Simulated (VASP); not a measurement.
Input of a VASP 6.6.1 run:

POSCAR

```
Zr
1.0
    3.2320000000      0.0000000000      0.0000000000
   -1.6160000000      2.7989941050      0.0000000000
    0.0000000000      0.0000000000      5.1470000000
Zr
2
Direct
    0.6666666667      0.3333333333      0.7500000000
    0.3333333333      0.6666666667      0.2500000000
```

INCAR.step1

```
SYSTEM = Zr
ALGO = Normal ; EDIFF = 1E-5
ENCUT = 520 ; GGA = PE
ISIF = 2 ; ISMEAR = -1
LASPH = .TRUE. ; LCHARG = .FALSE.
LREAL = .FALSE. ; LWAVE = .TRUE.
NBANDS = 19 ; NELM = 80
PREC = Accurate ; SIGMA = 0.05
```

File INCAR.step2:

```
SYSTEM = Zr
AEXX = 0.25 ; ALGO = Normal
EDIFF = 1E-6 ; ENCUT = 520
GGA = PE ; HFSCREEN = 0.3
ISIF = 2 ; ISMEAR = -1
ISTART = 1 ; LASPH = .TRUE.
LCHARG = .FALSE. ; LHFCALC = .TRUE.
LREAL = .FALSE. ; LWAVE = .FALSE.
NBANDS = 19 ; NELM = 80
PREC = Accurate ; PRECFOCK = Normal
SIGMA = 0.05
```

Contents of KPOINTS:

```
k-points
0
G
  5 5 3
  0 0 0
```

Potentials or basis: VASP PAW PBE potentials, release 64 (Zr_sv).

The run is started by

```console
$ cat potpaw_PBE.64/Zr_sv/POTCAR > POTCAR
$ cp INCAR.step1 INCAR
$ mpirun -np 1 vasp_std > vasp.out
$ cp INCAR.step2 INCAR
$ mpirun -np 1 vasp_std > vasp.out
```

Q: Estimate the pressure.

A: 0.5 GPa.

Q: Predict the band gap on the k mesh.

A: Zero (band 12 reaches 10.17 eV, above the bottom of band 13 at 8.91 eV).

Stress tensor (GPa, compression positive):
```
 1.56  0.00  0.00
 0.00  1.56  0.00
 0.00  0.00 -1.48
```

Caveat: the k points lie up to 0.45 Å⁻¹ apart; the PAW data sets were made with another functional, which shifts forces and pressure a little.
